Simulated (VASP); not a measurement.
Write the native input for VASP 6.6.1 that does the following.

```
Task                   : electric field gradients
Functional             : PBE
Potentials or basis    : VASP PAW PBE potentials, release 64 (Au, Sb)
Cutoff                 : 520 eV
k mesh                 : 10 × 10 × 10
Occupations            : fermi-dirac, width 0.08 eV
Spin                   : no spin polarisation
Dipole correction      : no
Further INCAR settings : ALGO = Normal; EDIFF = 1e-08; NBANDS = 15
```

The structure of SbAu (zincblende type) lies in POSCAR:

```
SbAu
1.0
    0.0000000000      3.0794513462      3.0794513462
    3.0794513462      0.0000000000      3.0794513462
    3.0794513462      3.0794513462      0.0000000000
Au Sb
1 1
Direct
    0.0000000000      0.0000000000      0.0000000000
    0.2500000000      0.2500000000      0.2500000000
```

This cell differs from its parent crystal: volume scaled by 0.97.

The input as run:

INCAR

```
SYSTEM = SbAu
ALGO     = Normal         ! electronic algorithm
EDIFF    = 1E-8           ! SCF threshold, eV
ENCUT    = 520            ! plane-wave cutoff, eV
GGA      = PE             ! functional
ISIF     = 2              ! what is computed and relaxed
ISMEAR   = -1             ! smearing method
LASPH    = .TRUE.         ! aspherical terms in the spheres
LCHARG   = .FALSE.        ! write CHGCAR
LEFG     = .TRUE.       
LREAL    = .FALSE.        ! projectors in reciprocal space
LWAVE    = .FALSE.        ! write WAVECAR
NBANDS   = 15             ! bands
NELM     = 60             ! most SCF steps
PREC     = Accurate       ! precision mode
SIGMA    = 0.08           ! smearing width, eV
```

KPOINTS

```
k-points
0
G
  10 10 10
  0 0 0
```

Potentials or basis: VASP PAW PBE potentials, release 64 (Au, Sb).

Command:

```console
$ cat potpaw_PBE.64/Au/POTCAR potpaw_PBE.64/Sb/POTCAR > POTCAR
$ mpirun -np 1 vasp_std > vasp.out
```

Results of the run:

```yaml
Pressure: 1.6 GPa
Band_gap_on_the_k_mesh: zero (band 8 reaches 8.06 eV, above the bottom of band 9 at 4.23 eV)
```

Caveat: without QUAD_EFG the Cq values of the log hold for a quadrupole moment of 1 mb, not for the nuclei; spin-orbit coupling is left out, which moves the levels of the heavy elements.

Run time: 31 s on 1 thread of Intel(R) Xeon(R) Platinum 8259CL CPU @ 2.50GHz (Skylake/Cascade Lake), with other jobs on the host, peak memory 0.2 GiB.
